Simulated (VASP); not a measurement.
# Sn (Fd-3m) in VASP: further runs

Runs on Sn. Level: PBE. Tasks: single point.

Program: VASP 6.6.1. These are calculated values, not measurements. Logs are shortened: lines on timing, memory, paths and dates and some standing lists are left out, and cuts for length are marked.

### 1 The cell of the first run

The structure is cubic, space group Fd-3m (No. 227). Conventional cell: a = 6.655 Å, b = 6.655 Å, c = 6.655 Å, α = 90.00°, β = 90.00°, γ = 90.00°. Within 3.8 Å of Sn (site symmetry -43m) lie 4 Sn at 2.88 Å.

This isn't the form of Sn at room conditions, which is tetragonal (white tin).

### 2 Single point, PBE

INCAR reads:

```
PREC = Accurate
ENCUT = 520
EDIFF = 1E-6
ISMEAR = 0
SIGMA = 0.1
LREAL = False
LASPH = True
NELM = 60
ALGO = Fast
ISIF = 2
LWAVE = False
LCHARG = False
GGA = PE
NBANDS = 51
```

KPOINTS reads:

```
regular mesh
0
Gamma
  12 12 4
```

POSCAR reads:

```
Sn
1.0
    4.7055477934      0.0000000000      0.0000000000
   -2.3527738967      4.0751239278      0.0000000000
    0.0000000000      0.0000000000     11.5261910541
Sn
6
Direct
    0.6666666667      0.3333333333      0.1666666667
    0.3333333333      0.6666666667      0.0833333333
    0.3333333333      0.6666666667      0.8333333333
    0.6666666667      0.3333333333      0.4166666667
    0.0000000000      1.0000000000      0.7500000000
    0.0000000000      1.0000000000      0.5000000000
```

Potentials or basis: VASP PAW PBE potentials, release 64 (Sn_d).

Command:

```console
$ cat potpaw_PBE.64/Sn_d/POTCAR > POTCAR
$ mpirun -np 1 vasp_std > vasp.out
```

OUTCAR:

```text
PREC = Accurate
   ENCUT = 520
   EDIFF = 1E-6
   ISMEAR = 0
   LREAL = False
   LASPH = True
   NELM = 60
   ISIF = 2
   GGA = PE

 ion  position               nearest neighbor table
   1  0.667  0.333  0.167-   2 2.88   4 2.88   2 2.88   2 2.88
   2  0.333  0.667  0.083-   1 2.88   3 2.88   1 2.88   1 2.88
   3  0.333  0.667  0.833-   5 2.88   5 2.88   2 2.88   5 2.88
   4  0.667  0.333  0.417-   6 2.88   6 2.88   1 2.88   6 2.88
   5  0.000  0.000  0.750-   3 2.88   3 2.88   6 2.88   3 2.88
   6  0.000  0.000  0.500-   4 2.88   4 2.88   5 2.88   4 2.88

  LATTYP: Found a hexagonal cell.
 ALAT       =     4.7055477934
 C/A-ratio  =     2.4494897428

  Lattice vectors:

 A1 = (   4.7055477934,   0.0000000000,   0.0000000000)
 A2 = (  -2.3527738967,   4.0751239278,   0.0000000000)
 A3 = (   0.0000000000,   0.0000000000,  11.5261910541)

Analysis of symmetry for initial positions (statically):
=====================================================================
 Subroutine PRICEL returns following result:

  LATTYP: Found a face centered cubic cell.
 ALAT       =     6.6546495072

  Lattice vectors:

 A1 = (   2.3527738965,  -1.3583746425,   3.8420636843)
 A2 = (  -0.0000000002,   2.7167492853,   3.8420636843)
 A3 = (  -2.3527738962,  -1.3583746429,   3.8420636855)

   3 primitive cells build up your supercell.

 Routine SETGRP: Setting up the symmetry group for a
 hexagonal supercell.

 Subroutine GETGRP returns: Found 12 space group operations
 (whereof  6 operations were pure point group operations)
 out of a pool of 24 trial point group operations.

The static configuration has the point symmetry C_3v.
 The point group associated with its full space group is D_3d.

Analysis of symmetry for dynamics (positions and initial velocities):
=====================================================================
 Subroutine PRICEL returns following result:

  LATTYP: Found a face centered cubic cell.
 ALAT       =     6.6546495072

  Lattice vectors:

 A1 = (   2.3527738965,  -1.3583746425,   3.8420636843)
 A2 = (  -0.0000000002,   2.7167492853,   3.8420636843)
 A3 = (  -2.3527738962,  -1.3583746429,   3.8420636855)

   3 primitive cells build up your supercell.

 Routine SETGRP: Setting up the symmetry group for a
 hexagonal supercell.

 Subroutine GETGRP returns: Found 12 space group operations
 (whereof  6 operations were pure point group operations)
 out of a pool of 24 trial point group operations.

The dynamic configuration has the point symmetry C_3v.
 The point group associated with its full space group is D_3d.

 Subroutine INISYM returns: Found 12 space group operations
 (whereof  6 operations are pure point group operations),
 and found     3 'primitive' translations

----------------------------------------------------------------------------------------

                                     Primitive cell

  volume of cell :      73.6742

  direct lattice vectors                    reciprocal lattice vectors
     2.352773896 -1.358374642  3.842063684     0.212515109 -0.122695655  0.086758930
    -0.000000000  2.716749285  3.842063684     0.000000000  0.245391310  0.086758930
    -2.352773896 -1.358374643  3.842063685    -0.212515109 -0.122695655  0.086758930

  length of vectors
     4.705547793  4.705547793  4.705547794     0.260276789  0.260276789  0.260276789

  position of ions in fractional coordinates (direct lattice)
     0.500000000  0.500000000  0.500000000
     0.750000000  0.750000000  0.750000000

  ion indices of the primitive-cell ions
   primitive index   ion index
                 1           1
                 2           4

----------------------------------------------------------------------------------------

 KPOINTS: regular mesh

Automatic generation of k-mesh.
 Grid dimensions read from file:
 generate k-points for:   12   12    4

 Generating k-lattice:

  Cartesian coordinates                     Fractional coordinates (reciprocal lattice)
     0.017709592  0.010224638  0.000000000     0.083333333  0.000000000  0.000000000
     0.000000000  0.020449276  0.000000000     0.000000000  0.083333333  0.000000000
     0.000000000  0.000000000  0.021689732     0.000000000  0.000000000  0.250000000

  Length of vectors
     0.020449276  0.020449276  0.021689732

  Shift w.r.t. Gamma in fractional coordinates (k-lattice)
     0.000000000  0.000000000  0.000000000

 Subroutine IBZKPT returns following result:
 ===========================================

 Found     69 irreducible k-points:

 Following reciprocal coordinates:
            Coordinates               Weight
  0.000000  0.000000  0.000000      1.000000
  0.083333  0.000000  0.000000      6.000000
  0.166667  0.000000  0.000000      6.000000
  0.250000  0.000000  0.000000      6.000000
  0.333333 -0.000000  0.000000      6.000000
  0.416667  0.000000  0.000000      6.000000
[... 16 lines left out ...]
  0.166667  0.000000  0.250000      6.000000
  0.000000  0.166667  0.250000      6.000000
 [... further k-points ...]
   k-points           NKPTS =     69   k-points in BZ     NKDIM =     69   number of bands    NBANDS=     51
   number of dos      NEDOS =    301   number of ions     NIONS =      6
   total plane-waves  NPLWV = 116640
   dimension x,y,z NGX =    36 NGY =   36 NGZ =   90
   dimension x,y,z NGXF=    72 NGYF=   72 NGZF=  180
   ions per type =               6
   NGX,Y,Z   is equivalent  to a cutoff of  12.72, 12.72, 12.98 a.u.
   NGXF,Y,Z  is equivalent  to a cutoff of  25.44, 25.44, 25.96 a.u.
 SYSTEM =  unknown system
   PREC   = accura    normal or accurate (medium, high low for compatibility)
   ISTART =      0    job   : 0-new  1-cont  2-samecut
   ICHARG =      2    charge: 1-file 2-atom 10-const
   ISPIN  =      1    spin polarized calculation?
   LNONCOLLINEAR =      F non collinear calculations
   LSORBIT =      F    spin-orbit coupling
   LASPH  =      T    aspherical Exc in radial PAW
   ENCUT  =  520.0 eV  38.22 Ry    6.18 a.u.   8.75  8.75 21.43*2*pi/ulx,y,z
   NELM   =     60;   NELMIN=  2; NELMDL= -5     # of ELM steps
   EDIFF  = 0.1E-05   stopping-criterion for ELM
   LREAL  =      F    real-space projection
   EDIFFG = 0.1E-04   stopping-criterion for IOM
   NSW    =      0    number of steps for IOM
   IBRION =     -1    ionic relax: 0-MD 1-quasi-New 2-CG
   NFREE  =      0    steps in history (QN), initial steepest desc. (CG)
   ISIF   =      2    stress and relaxation
   ISYM   =      2    0-nonsym 1-usesym 2-fastsym
   POTIM  = 0.5000    time-step for ionic-motion
   TEBEG  =    0.0;   TEEND  =   0.0 temperature during run
   PSTRESS=    0.0 pullay stress
   NELECT =      84.0000    total number of electrons
   NUPDOWN=      -1.0000    fix difference up-down
   EMIN   =  10.00;   EMAX   =-10.00  energy-range for DOS
   EFERMI =   0.00;   METHOD = LEGACY
   ISMEAR =     0;   SIGMA  =   0.10  broadening in eV -4-tet -1-fermi 0-gaus
   EFERMI_NEDOS =   21; number of points for ismear=-14 and -15
   IALGO  =     68    algorithm
   IMIX   =      4    mixing-type and parameters
     AMIX     =   0.40;   BMIX     =  1.00
     AMIX_MAG =   1.60;   BMIX_MAG =  1.00
  volume/ion in A,a.u.               =      36.84       248.59
  Fermi-wavevector in a.u.,A,eV,Ry     =   1.185830  2.240893 19.132404  1.406192
  Thomas-Fermi vector in A             =   2.322015
   LORBIT       =      0    0 simple, 1 ext, 2 COOP (PROOUT), +10 PAW based schemes
   GGA     = PE    functional components
   LHFCALC =     F    Hartree Fock is set to
   AEXX    =    0.0000 exact exchange contribution
   IVDW    =     0    specifies the selected vdW correction
   LEPSILON=     F    determine dielectric tensor
   LRPA    =     F    only Hartree local field effects (RPA)
 non-spin polarized calculation
 RMM-DIIS sequential band-by-band and
 Gauss-broadening in eV      SIGMA  =   0.10
  energy-cutoff  :      520.00
  volume of cell :      221.02
 maximum number of plane-waves:      5994
 NGX is ok and might be reduce to    36
   NGX = 17   NGY = 17   NGZ = 43

 number of electron      84.0000032 magnetization

 Free energy of the ion-electron system (eV)
  ---------------------------------------------------
  ext. energy  EPLUGINS =         0.00000000
  ---------------------------------------------------
  free energy    TOTEN  =       -23.08031463 eV

  energy without entropy =      -23.07704182  energy(sigma->0) =      -23.07867822

 E-fermi :   4.8706     XC(G=0):  -8.5503

 val. band max:        4.8586415337   @ k =   0.0000   0.0833   0.2500
 cond. band min:       4.8744281491   @ k =   0.4167   0.0000   0.5000
 fundamental gap:      0.0157866154
 Fermi energy:         4.8706043983

 k-point     1 :       0.0000    0.0000    0.0000
  band No.  band energies     occupation
      1     -16.7037      2.00000
      2     -16.7037      2.00000
      3     -16.7037      2.00000
      4     -16.7037      2.00000
      5     -16.6778      2.00000
      6     -16.6777      2.00000
[... 43 lines left out ...]
     50       8.0287      0.00000
     51       8.0287      0.00000

 k-point     2 :       0.0833    0.0000    0.0000
  band No.  band energies     occupation
      1     -16.7104      2.00000
      2     -16.7077      2.00000
      3     -16.7072      2.00000
      4     -16.7030      2.00000
      5     -16.6822      2.00000
      6     -16.6808      2.00000
[... 43 lines left out ...]
     50       7.9990      0.00000
     51       8.1328      0.00000

 k-point     3 :       0.1667    0.0000    0.0000
  band No.  band energies     occupation
      1     -16.7181      2.00000
      2     -16.7173      2.00000
      3     -16.7126      2.00000
      4     -16.7061      2.00000
      5     -16.6912      2.00000
      6     -16.6875      2.00000
[... 43 lines left out ...]
     50       8.2919      0.00000
     51       9.0515      0.00000
[... 1027 lines left out ...]
 k-point    23 :       0.1667    0.0000    0.2500
  band No.  band energies     occupation
      1     -16.7245      2.00000
      2     -16.7106      2.00000
      3     -16.7081      2.00000
      4     -16.7071      2.00000
      5     -16.6895      2.00000
      6     -16.6881      2.00000
[... 43 lines left out ...]
     50       8.2210      0.00000
     51       8.2379      0.00000

 k-point    24 :       0.0000    0.1667    0.2500
  band No.  band energies     occupation
      1     -16.7242      2.00000
      2     -16.7142      2.00000
      3     -16.7082      2.00000
      4     -16.7003      2.00000
      5     -16.6930      2.00000
      6     -16.6908      2.00000
[... 43 lines left out ...]
     50       8.1955      0.00000
     51       8.5976      0.00000

 [... further k-points ...]
[... 5 lines left out ...]
  --------------------------------------------------------------------------------------
  -------------------------------------------------------------------------------------
  Total       -0.0251118     -0.0251118     -0.0762820     -0.0000000      0.0000000      0.0000000
  in kB       -0.1820338     -0.1820338     -0.5529624     -0.0000000      0.0000000      0.0000000
  external PRESSURE =      -0.3056767 kB  Pullay stress =       0.0000000 kB

 VOLUME and BASIS-vectors are now :
 -----------------------------------------------------------------------------
  energy-cutoff  :      520.00
  volume of cell :      221.02
      direct lattice vectors                 reciprocal lattice vectors
     4.705547793  0.000000000  0.000000000     0.212515109  0.122695655  0.000000000
    -2.352773897  4.075123928  0.000000000     0.000000000  0.245391310  0.000000000
     0.000000000  0.000000000 11.526191054     0.000000000  0.000000000  0.086758930

 POSITION                                       TOTAL-FORCE (eV/Angst)
 -----------------------------------------------------------------------------------
      2.35277      1.35837      1.92103        -0.000000     -0.000000     -0.005591
     -0.00000      2.71675      0.96052        -0.000000     -0.000000      0.005591
     -0.00000      2.71675      9.60516         0.000000     -0.000000     -0.005591
      2.35277      1.35837      4.80258        -0.000000      0.000000      0.005591
      0.00000      0.00000      8.64464        -0.000000      0.000000      0.005591
      0.00000      0.00000      5.76310         0.000000     -0.000000     -0.005591
 -----------------------------------------------------------------------------------
    total drift:                                0.000000     -0.000000     -0.000000

  FREE ENERGIE OF THE ION-ELECTRON SYSTEM (eV)
  ---------------------------------------------------
  free  energy   TOTEN  =       -23.0803146269 eV

  energy  without entropy=      -23.0770418211  energy(sigma->0) =      -23.07867822
```

Run time: 8 min. Hardware: 1 thread of Intel Xeon Platinum 8488C (Sapphire Rapids), shared host; peak memory 0.67 GiB.

Results:

```
Free energy            : -23.0803 eV
Pressure               : 0.0 GPa
Band gap on the k mesh : zero (bands 42 and 43 overlap by 0.17 eV)
```

Caveat: spin-orbit coupling is left out, which moves the levels of the heavy elements.

### 3 Single point, PBE (34.63 Å³/atom)

INCAR reads:

```
SYSTEM = Sn
ALGO = Normal
EDIFF = 1E-6
ENCUT = 520
GGA = PE
ISIF = 2
ISMEAR = 0
LASPH = .True.
LCHARG = .False.
LREAL = .False.
LWAVE = .False.
NBANDS = 21
NELM = 80
PREC = Accurate
SIGMA = 0.1
```

KPOINTS reads:

```
k-points
0
Gamma
  12 12 12
  0 0 0
```

POSCAR reads:

```
Sn
1.0
    0.0000000000      3.2594011073      3.2594011073
    3.2594011073      0.0000000000      3.2594011073
    3.2594011073      3.2594011073      0.0000000000
Sn
2
Direct
    0.0000000000      0.0000000000      0.0000000000
    0.2500000000      0.2500000000      0.2500000000
```

Potentials or basis: VASP PAW PBE potentials, release 64 (Sn_d).

Command:

```console
$ cat potpaw_PBE.64/Sn_d/POTCAR > POTCAR
$ mpirun -np 1 vasp_std > vasp.out
```

Run time: 2 min. Hardware: 1 thread of Intel Xeon 8259CL, shared host; peak memory 0.25 GiB.

The run converged. Its results:

- Free energy: -7.6596 eV
- Pressure: 2.5 GPa
- Band gap on the k mesh: zero (bands 14 and 15 overlap by 0.12 eV)

Levels at points of the mesh, in eV from the Fermi level:
```
           k point  band 12  band 13  band 14  band 15  band 16  band 17
(0.00, 0.00, 0.00)    -0.74     0.08     0.08     0.08     2.15     2.15
(0.50, 0.00, 0.00)    -6.25    -1.10    -1.10    -0.04     3.22     3.22
(0.50, 0.50, 0.00)    -7.47    -2.42    -2.42     0.83     0.83     7.63
```

Caveat: spin-orbit coupling is left out, which moves the levels of the heavy elements.

[end of part 1 of 2]
